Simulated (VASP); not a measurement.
Wanted: the native input for a VASP 6.6.1 run.

- Task: single point
- Functional: LDA
- Potentials or basis: VASP PAW LDA potentials, release 64 (Ti_sv, Al)
- Cutoff: 520 eV
- k mesh: 18 × 18 × 6
- Occupations: gaussian, width 0.15 eV
- Spin: no spin polarisation
- Dipole correction: no
- Further INCAR settings: ALGO = Fast; EDIFF = 1e-07; NBANDS = 28

The structure of Ti3Al lies in POSCAR:

```
Ti3Al
1.0
    2.6778321574      0.0000000000      0.0000000000
   -1.3389160787      2.3190706754      0.0000000000
    0.0000000000      0.0000000000      8.4720297974
Ti Al
3 1
Direct
    0.6666666667      0.3333333333      0.0000000000
    0.3333333333      0.6666666667      0.7515223655
    0.3333333333      0.6666666667      0.2484776345
    0.6666666667      0.3333333333      0.5000000000
```

One way to write it, as run:

INCAR

```
ALGO     = Fast           # electronic algorithm
EDIFF    = 1E-7           # SCF threshold, eV
ENCUT    = 520            # plane-wave cutoff, eV
ISIF     = 2              # what is computed and relaxed
ISMEAR   = 0              # smearing method
LASPH    = True           # aspherical terms in the spheres
LCHARG   = False          # write CHGCAR
LREAL    = False          # projectors in reciprocal space
LWAVE    = False          # write WAVECAR
NBANDS   = 28             # bands
NELM     = 80             # most SCF steps
PREC     = Accurate       # precision mode
SIGMA    = 0.15           # smearing width, eV
```

KPOINTS

```
k-points
0
Gamma
  18 18 6
```

Potentials or basis: VASP PAW LDA potentials, release 64 (Ti_sv, Al).

Launch:

```bash
$ cat potpaw_LDA.64/Ti_sv/POTCAR potpaw_LDA.64/Al/POTCAR > POTCAR
$ mpirun -np 1 vasp_std > vasp.out
```

Results of the run:

The pressure is 33.6 GPa. The largest force is 0.145 eV/Å and the band gap on the k mesh is zero (an odd number of electrons rules out a gap without spin polarisation).

Caveat: the cell stands under pressure.

Run time: 7.3 min on 1 thread of Intel(R) Xeon(R) 6975P-C (Granite Rapids) (shared host), peak memory 0.27 GiB.
